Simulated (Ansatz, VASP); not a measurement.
## Cd3HgTe4 in VASP and in Ansatz

The input INCAR:

```
PREC     = Accurate       # precision mode
ENCUT    = 520            # plane-wave cutoff, eV
EDIFF    = 1E-6           # SCF threshold, eV
ISMEAR   = 0              # smearing method
SIGMA    = 0.01           # smearing width, eV
LREAL    = False          # projectors in reciprocal space
LASPH    = True           # aspherical terms in the spheres
NELM     = 60             # most SCF steps
ALGO     = Normal         # electronic algorithm
ISIF     = 2              # what is computed and relaxed
LWAVE    = False          # write WAVECAR
LCHARG   = False          # write CHGCAR
GGA      = PE             # functional
NBANDS   = 46             # bands
```

Contents of KPOINTS:

```
Automatic mesh
0
Gamma
  4 4 4
```

The input POSCAR:

```
Cd3HgTe4
1.0
    6.6934462474      0.0000000000      0.0000000000
    0.0000000000      6.6934462474      0.0000000000
    0.0000000000      0.0000000000      6.6934462474
Cd Te Hg
3 4 1
Direct
    0.5000000000      0.0000000000      0.0000000000
    0.0000000000      0.5000000000      0.0000000000
    0.0000000000      0.0000000000      0.5000000000
    0.7509754704      0.2490245296      0.2490245296
    0.2490245296      0.7509754704      0.2490245296
    0.2490245296      0.2490245296      0.7509754704
    0.7509754704      0.7509754704      0.7509754704
    0.5000000000      0.5000000000      0.5000000000
```

Input for Ansatz:

```yaml
crystal:
  lattice:
    - [6.6934462474, 0.0, 0.0]
    - [0.0, 6.6934462474, 0.0]
    - [0.0, 0.0, 6.6934462474]
  atoms:
    - { symbol: Cd, position: [0.5, 0.0, 0.0] }
    - { symbol: Te, position: [0.7509754704, 0.2490245296, 0.2490245296] }
    - { symbol: Cd, position: [0.0, 0.5, 0.0] }
    - { symbol: Te, position: [0.2490245296, 0.7509754704, 0.2490245296] }
    - { symbol: Cd, position: [0.0, 0.0, 0.5] }
    - { symbol: Te, position: [0.2490245296, 0.2490245296, 0.7509754704] }
    - { symbol: Hg, position: [0.5, 0.5, 0.5] }
    - { symbol: Te, position: [0.7509754704, 0.7509754704, 0.7509754704] }
kpoints:
  mp_grid: { grid: [4, 4, 4] }
hamiltonian:
  xc: pbe
scf:
  occupations: { method: fixed }
  n_extra_bands: 6
output:
  forces: true
  stress: true
  eigenvalues: true
```

Alike in both runs: task single point; functional PBE; k mesh 4 × 4 × 4; no spin polarisation.

|  | VASP | Ansatz |
| --- | --- | --- |
| version | VASP 6.6.1 | Ansatz 0.2.0 |
| potentials or method | VASP PAW PBE potentials, release 64 (Cd, Te, Hg) | plane waves, PAW |
| plane-wave cutoff (eV) | 520 | 420 |
| occupations | gaussian, width 0.01 eV | fixed |
| valence electrons in the cell | 72 | 144 |

Ansatz gave:

| Quantity | Value |
| --- | --- |
| gap on the k mesh at the Fermi level (eV) | 0.11 |
| pressure (GPa) | -1.0 |

**Question.** What did VASP give for the same quantities?

**Answer.** gap on the k mesh at the Fermi level (eV): 0.10; pressure (GPa): -0.9.

VASP's potentials hold 72 valence electrons a cell and Ansatz's 144, so a difference there can come from the potentials and not from the codes.

Spin-orbit coupling is off throughout.
